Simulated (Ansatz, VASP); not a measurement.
# One calculation of Ca, two programs

```
Ca
1.0
     3.59767    0.00000    0.00000
     0.00000    3.59767    0.00000
     0.00000    0.00000    3.59767
Ca
1
Cartesian
  0.0000 0.0000 0.0000
```

Alike in both runs: task single point; functional r2SCAN; k mesh 10 × 10 × 10; occupations fermi-dirac, width 0.1 eV; no spin polarisation.

|  | VASP | Ansatz |
| --- | --- | --- |
| version | VASP 6.6.1 | Ansatz 0.2.0 |
| potentials or method | VASP PAW PBE potentials, release 64 (Ca_sv), cutoff 520 eV | plane waves (500 eV) with PAW, scalar-relativistic |
| valence electrons in the cell | 10 | 10 |

```tsv
	VASP	Ansatz	Ansatz less VASP
pressure (GPa)	-0.8	-0.8	-0.02
```

VASP's potentials were made for PBE, not for r2SCAN. The functional is the same, so the differences come from potentials, cutoffs and numerics.
